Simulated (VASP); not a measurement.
Write the native input for VASP 6.6.1 that does the following.

- Task: single point
- Functional: PBEsol-based screened hybrid with 25 % exact exchange
- Potentials or basis: VASP PAW PBE potentials, release 64 (Pb_d, S)
- Cutoff: 520 eV
- k mesh: 5 × 5 × 5
- Occupations: fermi-dirac, width 0.05 eV
- Spin: no spin polarisation
- Dipole correction: no
- Grid for exact exchange (PRECFOCK): Normal
- Share of exact exchange: 0.25
- Further INCAR settings: ALGO = Normal; EDIFF = 1e-06; NBANDS = 17
- Screening parameter: 0.207 1/Å

PbS:

```
Pb S
1.0
     0.00000    2.96575    2.96575
     2.96575    0.00000    2.96575
     2.96575    2.96575    0.00000
Pb S
1 1
Direct
  0.00000 0.00000 0.00000
  0.50000 0.50000 0.50000
```

These files were run (other wordings do the same):

POSCAR

```
PbS
1.0
    0.0000000000      2.9657500000      2.9657500000
    2.9657500000      0.0000000000      2.9657500000
    2.9657500000      2.9657500000      0.0000000000
Pb S
1 1
Direct
    0.0000000000      0.0000000000      0.0000000000
    0.5000000000      0.5000000000      0.5000000000
```

INCAR.step1

```
PREC = Accurate
ENCUT = 520
EDIFF = 1E-5
ISMEAR = -1
SIGMA = 0.05
LREAL = False
LASPH = True
NELM = 100
ALGO = Normal
ISIF = 2
LWAVE = True
GGA = PE
NBANDS = 17
```

INCAR.step2

```
PREC = Accurate
ENCUT = 520
EDIFF = 1E-6
ISMEAR = -1
SIGMA = 0.05
LREAL = False
LASPH = True
NELM = 100
ALGO = Normal
ISIF = 2
LWAVE = False
LCHARG = True
GGA = PS
LHFCALC = True
AEXX = 0.25
HFSCREEN = 0.207
PRECFOCK = Normal
LELF = True
LVHAR = True
ISTART = 1
NBANDS = 17
```

KPOINTS

```
regular mesh
0
Gamma
  5 5 5
```

Potentials or basis: VASP PAW PBE potentials, release 64 (Pb_d, S).

Run with:

```console
$ cat potpaw_PBE.64/Pb_d/POTCAR potpaw_PBE.64/S/POTCAR > POTCAR
$ cp INCAR.step1 INCAR
$ mpirun -np 1 vasp_std > vasp.out
$ cp INCAR.step2 INCAR
$ mpirun -np 1 vasp_std > vasp.out
```

It gave:

```
Pressure : -1.2 GPa
```

Caveat: the PAW data sets were made with another functional, which shifts forces and pressure a little.

It took 7 min on 1 thread of Intel(R) Xeon(R) 6975P-C (Granite Rapids), on a shared host, peak memory 0.29 GiB.
